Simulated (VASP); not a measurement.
# Si7N (P-43m) in VASP: further runs, part 2 of 2

VASP 6.6.1.

**3. Relaxation of cell and atoms, PBE**

This run uses another cell than the first one, of 18.95 Å³/atom.

INCAR reads:

```
PREC = Accurate
ENCUT = 600
EDIFF = 1E-6
ISMEAR = 0
SIGMA = 0.2
LREAL = F
LASPH = T
NELM = 60
ALGO = Normal
ISIF = 3
LWAVE = F
LCHARG = F
GGA = PE
IBRION = 2
NSW = 36
EDIFFG = -0.08
```

KPOINTS reads:

```
regular mesh
0
Gamma
  3 3 3
```

POSCAR reads:

```
Si7N
1.0
    5.3316626400      0.0000000000      0.0000000000
    0.0000000000      5.3316626400      0.0000000000
    0.0000000000      0.0000000000      5.3316626400
Si N
7 1
Direct
    0.2526152100      0.2526152100      0.2526152100
    0.0000000000      0.5000000000      0.5000000000
    0.5000000000      0.5000000000      0.0000000000
    0.5000000000      0.0000000000      0.5000000000
    0.7473847900      0.2526152100      0.7473847900
    0.7473847900      0.7473847900      0.2526152100
    0.2526152100      0.7473847900      0.7473847900
    0.0000000000      0.0000000000      0.0000000000
```

Potentials or basis: VASP PAW PBE potentials, release 64 (Si, N).

On the command line:

```console
> cat potpaw_PBE.64/Si/POTCAR potpaw_PBE.64/N/POTCAR > POTCAR
> mpirun -np 1 vasp_std > vasp.out
```

It took 2 min on 1 thread of Intel Xeon Platinum 8259CL at 2.50GHz (Skylake/Cascade Lake), shared host; peak memory 0.32 GiB.

It converged, with:

- Free energy: -45.1373 eV
- Relaxed volume: 17.46 Å³/atom
- Relaxed cell: a = 5.189 Å, b = 5.189 Å, c = 5.189 Å, α = 90.00°, β = 90.00°, γ = 90.00°
- Space group after relaxing (to 0.1 Å): P-43m (No. 215)
- Energy gained by relaxing: 170.7 meV/atom
- Ionic steps: 7
- Pressure after relaxing: 0.0 GPa
- Largest force after relaxing: 0.007 eV/Å
- Band gap on the k mesh: zero (an odd number of electrons rules out a gap without spin polarisation)

Forces on the atoms (eV/Å):
```
Si   0.004  0.004  0.004
Si   0.000  0.000  0.000
Si   0.000  0.000  0.000
Si   0.000  0.000  0.000
Si  -0.004  0.004 -0.004
Si  -0.004 -0.004  0.004
Si   0.004 -0.004 -0.004
N    0.000  0.000  0.000
```

The path:
```
step  energy change (eV)  largest force (eV/Å)  pressure (GPa)  volume (Å³)
   1              0.0000                2.2605           -1.86       151.56
   2             -0.8767                1.4761           -1.80       146.79
   3             -1.3488                0.3505           -0.38       139.76
   4             -1.3624                0.0246           -0.81       140.94
   5             -1.3633                0.0445           -0.74       140.72
   6             -1.3629                0.0335            0.82       138.62
   7             -1.3657                0.0072            0.01       139.70
```

Final structure:
```xyz
8
Lattice="5.1888 0.0000 0.0000 0.0000 5.1888 0.0000 0.0000 0.0000 5.1888" Properties=species:S:1:pos:R:3 pbc="T T T"
Si    1.1694    1.1694    1.1694
Si    0.0000    2.5944    2.5944
Si    2.5944    2.5944    0.0000
Si    2.5944    0.0000    2.5944
Si    4.0193    1.1694    4.0193
Si    4.0193    4.0193    1.1694
Si    1.1694    4.0193    4.0193
N     0.0000    0.0000    0.0000
```

Levels at points of the mesh, in eV from the Fermi level:
```
           k point  band 15  band 16  band 17  band 18  band 19  band 20
(0.00, 0.00, 0.00)    -0.30    -0.30    -0.30     0.21     0.21     0.66
```

Caveat: the k points lie up to 0.40 Å⁻¹ apart in the final cell, too coarse for converged energies and pressures of a metal.

**4. Single point, PBE**

This run uses another cell than the first one, of 17.47 Å³/atom.

INCAR reads:

```
PREC     = Accurate       # precision mode
ENCUT    = 520            # plane-wave cutoff, eV
EDIFF    = 1E-6           # SCF threshold, eV
ISMEAR   = 0              # smearing method
SIGMA    = 0.1            # smearing width, eV
LREAL    = F              # projectors in reciprocal space
LASPH    = T              # aspherical terms in the spheres
NELM     = 60             # most SCF steps
ALGO     = Normal         # electronic algorithm
ISIF     = 2              # what is computed and relaxed
LWAVE    = F              # write WAVECAR
LCHARG   = T              # write CHGCAR
GGA      = PE             # functional
LELF     = T              # ELF
LVHAR    = T            
NBANDS   = 26             # bands
```

KPOINTS reads:

```
regular mesh
0
Gamma
  6 6 6
```

POSCAR reads:

```
Si7N
1.0
    5.1895419495      0.0000000000      0.0000000000
    0.0000000000      5.1895419495      0.0000000000
    0.0000000000      0.0000000000      5.1895419495
Si N
7 1
Direct
    0.2248694133      0.2248694133      0.2248694133
    0.0000000000      0.5000000000      0.5000000000
    0.5000000000      0.5000000000      0.0000000000
    0.5000000000      0.0000000000      0.5000000000
    0.7751305867      0.2248694133      0.7751305867
    0.7751305867      0.7751305867      0.2248694133
    0.2248694133      0.7751305867      0.7751305867
    0.0000000000      0.0000000000      0.0000000000
```

Potentials or basis: VASP PAW PBE potentials, release 64 (Si, N).

On the command line:

```console
> cat potpaw_PBE.64/Si/POTCAR potpaw_PBE.64/N/POTCAR > POTCAR
> mpirun -np 1 vasp_std > vasp.out
```

OUTCAR:

```text
PREC = Accurate
   ENCUT = 520
   EDIFF = 1E-6
   ISMEAR = 0
   LREAL = F
   LASPH = T
   NELM = 60
   ISIF = 2
   GGA = PE

 ion  position               nearest neighbor table
   1  0.225  0.225  0.225-   8 2.02   3 2.33   4 2.33   2 2.33
   2  0.000  0.500  0.500-   1 2.33   5 2.33   6 2.33   7 2.33
   3  0.500  0.500  0.000-   1 2.33   5 2.33   6 2.33   7 2.33
   4  0.500  0.000  0.500-   1 2.33   5 2.33   6 2.33   7 2.33
   5  0.775  0.225  0.775-   8 2.02   3 2.33   4 2.33   2 2.33
   6  0.775  0.775  0.225-   8 2.02   3 2.33   4 2.33   2 2.33
   7  0.225  0.775  0.775-   8 2.02   3 2.33   4 2.33   2 2.33
[... 786 lines left out ...]
  Total       -0.0599903     -0.0599903     -0.0599903      0.0000000     -0.0000000     -0.0000000
  in kB       -0.6877092     -0.6877092     -0.6877092      0.0000000     -0.0000000     -0.0000000
  external PRESSURE =      -0.6877092 kB  Pullay stress =       0.0000000 kB

 VOLUME and BASIS-vectors are now :
 -----------------------------------------------------------------------------
  energy-cutoff  :      520.00
  volume of cell :      139.76
      direct lattice vectors                 reciprocal lattice vectors
     5.189541949  0.000000000  0.000000000     0.192695234  0.000000000  0.000000000
     0.000000000  5.189541949  0.000000000     0.000000000  0.192695234  0.000000000
     0.000000000  0.000000000  5.189541949     0.000000000  0.000000000  0.192695234

 POSITION                                       TOTAL-FORCE (eV/Angst)
 -----------------------------------------------------------------------------------
      1.16697      1.16697      1.16697         0.007705      0.007705      0.007705
      0.00000      2.59477      2.59477         0.000000     -0.000000      0.000000
      2.59477      2.59477      0.00000         0.000000     -0.000000      0.000000
      2.59477      0.00000      2.59477         0.000000     -0.000000      0.000000
      4.02257      1.16697      4.02257        -0.007705      0.007705     -0.007705
      4.02257      4.02257      1.16697        -0.007705     -0.007705      0.007705
      1.16697      4.02257      4.02257         0.007705     -0.007705     -0.007705
      0.00000      0.00000      0.00000         0.000000     -0.000000      0.000000
 -----------------------------------------------------------------------------------
    total drift:                                0.000000      0.000000     -0.000000

  FREE ENERGIE OF THE ION-ELECTRON SYSTEM (eV)
  ---------------------------------------------------
  free  energy   TOTEN  =       -45.1255095471 eV

  energy  without entropy=      -45.1080033715  energy(sigma->0) =      -45.11675646
```

Run time: 60 s. Hardware: 1 thread of Intel Xeon Platinum 8259CL at 2.50GHz (Skylake/Cascade Lake), shared host; peak memory 0.25 GiB.

Results:

* Free energy: -45.1255 eV
* Pressure: -0.1 GPa
* Largest force: 0.013 eV/Å
* Band gap on the k mesh: zero (an odd number of electrons rules out a gap without spin polarisation)

Forces in eV/Å, atoms in the order of the input:
```
Si   0.008  0.008  0.008
Si   0.000  0.000  0.000
Si   0.000  0.000  0.000
Si   0.000  0.000  0.000
Si  -0.008  0.008 -0.008
Si  -0.008 -0.008  0.008
Si   0.008 -0.008 -0.008
N    0.000  0.000  0.000
```

**5. Summary**

```tsv
task	cell	k mesh	cutoff (eV)	smearing	gap on the mesh (eV)	pressure (GPa)	largest force (eV/Å)
single point	a = 5.194 Å, 8 atoms, atomic positions A	3 × 3 × 3	520	gaussian 0.2 eV	none	-0.2	0.02
relaxation of cell and atoms	relaxed from a = 5.332 Å, 8 atoms, atomic positions B	3 × 3 × 3	600	gaussian 0.2 eV	none	0.0	0.01
single point	a = 5.190 Å, 8 atoms, atomic positions A	6 × 6 × 6	520	gaussian 0.1 eV	none	-0.1	0.01
```

Alike in all rows: level PBE; potentials or basis VASP PAW PBE potentials, release 64 (Si, N); no spin polarisation.

Caveats: some runs use coarse meshes.

Absolute energies hang on the potentials; compare differences alone.
